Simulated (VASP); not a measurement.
Wanted: the native input for a VASP 6.6.1 run.

```yaml
Task: relaxation of the atoms
Functional: PBE
Dispersion: D3(BJ)
Potentials_or_basis: VASP PAW PBE potentials, release 64 (Al, Rb_sv)
Cutoff: 520 eV
k_mesh: 6 × 6 × 1
Occupations: gaussian, width 0.1 eV
Spin: no spin polarisation
Dipole_correction: yes
Atoms_held_fixed_from_0: "[0, 1, 2, 3, 4, 5]"
Further_INCAR_settings: ALGO = Normal; EDIFF = 1e-06; IBRION = 2; EDIFFG = -0.03; NSW = 90
```

The structure of RbAl12 lies in POSCAR:

```
RbAl12
1.0
    4.8778314603      0.0000000000      0.0000000000
   -2.4389157301      4.2243259600      0.0000000000
    0.0000000000      0.0000000000     25.8982954061
Al Rb
12 1
Selective dynamics
Direct
    0.0000000000      0.3333333333      0.3282069289  F F F
    0.3333333333      0.0000000000      0.3282069289  F F F
    0.6666666667      0.6666666667      0.3282069289  F F F
    0.3333333333      0.3333333333      0.4169939231  F F F
    0.6666666667      0.0000000000      0.4169939231  F F F
    0.0000000000      0.6666666667      0.4169939231  F F F
    0.6666666667      0.3333333333      0.5030645425  T T T
    0.0000000000      0.0000000000      0.5030645425  T T T
    0.3333333333      0.6666666667      0.5030645425  T T T
    0.0000000000      0.3333333333      0.5926037793  T T T
    0.3333333333      0.0000000000      0.5926037793  T T T
    0.6666666667      0.6666666667      0.5926037793  T T T
    0.0000000000      0.8333333333      0.7130750285  T T T
```

One way to write it, as run:

INCAR

```
PREC = Accurate ; ENCUT = 520
EDIFF = 1E-6 ; ISMEAR = 0
SIGMA = 0.1 ; LREAL = False
LASPH = True ; NELM = 100
ALGO = Normal ; ISIF = 2
LWAVE = False ; LCHARG = False
LDIPOL = True ; IDIPOL = 3
DIPOL = 0.5 0.5 0.480 ; GGA = PE
IVDW = 12 ; IBRION = 2
NSW = 90 ; EDIFFG = -0.03
KPAR = 4
```

KPOINTS

```
Automatic mesh
0
Gamma
  6 6 1
```

Potentials or basis: VASP PAW PBE potentials, release 64 (Al, Rb_sv).

Command:

```sh
$ cat potpaw_PBE.64/Al/POTCAR potpaw_PBE.64/Rb_sv/POTCAR > POTCAR
$ mpirun -np 4 vasp_std > vasp.out
```

Results of the run:

```
Energy gained by relaxing  : 2.0 meV/atom
Ionic steps                : 8
Band gap on the k mesh     : zero (an odd number of electrons rules out a gap without spin polarisation)
Dispersion energy per atom : -0.267 eV
```

It took 11 min on 4 MPI ranks on AMD EPYC 7R43 64-Core Processor (Zen 3) (shared host), peak memory 0.65 GiB a rank.
